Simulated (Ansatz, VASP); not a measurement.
# NaI: VASP beside Ansatz

Contents of INCAR:

```
  PREC = Accurate
  ENCUT = 520
  EDIFF = 1E-7
  ISMEAR = -1
  SIGMA = 0.01
  LREAL = False
  LASPH = True
  NELM = 60
  ALGO = Normal
  ISIF = 2
  LWAVE = False
  LCHARG = False
  GGA = PE
  NBANDS = 14
```

Contents of KPOINTS:

```
Automatic mesh
0
Gamma
  7 7 7
```

The input POSCAR:

```
NaI
1.0
    0.0000000000      3.2364000000      3.2364000000
    3.2364000000      0.0000000000      3.2364000000
    3.2364000000      3.2364000000      0.0000000000
Na I
1 1
Direct
    0.0000000000      0.0000000000      0.0000000000
    0.5185391175      0.5185391175      0.4814608825
```

Input for Ansatz:

```yaml
crystal:
  lattice:
    - [0.0, 3.2364, 3.2364]
    - [3.2364, 0.0, 3.2364]
    - [3.2364, 3.2364, 0.0]
  atoms:
    - { symbol: Na, position: [0.0, 0.0, 0.0] }
    - { symbol: I, position: [0.5185391175, 0.5185391175, 0.4814608825] }
kpoints:
  mp_grid: { grid: [7, 7, 7] }
scf:
  occupations: { method: fermi_dirac, width: 0.01 }
hamiltonian:
  xc: pbe
  pseudopotentials: { kind: all_electron, lapw: { basis_error: 0.001 } }
output:
  forces: true
  stress: true
  eigenvalues: true
```

Alike in both runs: task single point; functional PBE; k mesh 7 × 7 × 7; occupations fermi-dirac, width 0.01 eV; no spin polarisation.

```csv
,VASP,Ansatz
version,VASP 6.6.1,Ansatz 0.2.0
potentials or method,"VASP PAW PBE potentials, release 64 (Na_pv, I), cutoff 520 eV","all-electron LAPW, scalar-relativistic"
```

|  | VASP | Ansatz | Ansatz less VASP |
| --- | --- | --- | --- |
| gap on the k mesh at the Fermi level (eV) | 3.64 | 3.65 | +0.004 |
| pressure (GPa) | 0.5 | 0.5 | 0.00 |
| traceless stress, the component that is largest in VASP (GPa) | 0.18 | 0.18 | -0.001 |
| rms of the force components (eV/Å) | 0.066 | 0.065 | -0.0006 |

Atom by atom the forces differ by 0.001 eV/Å (rms over components). Ansatz ran all-electron here, and VASP with PAW potentials.

Neither program's run includes spin-orbit coupling.
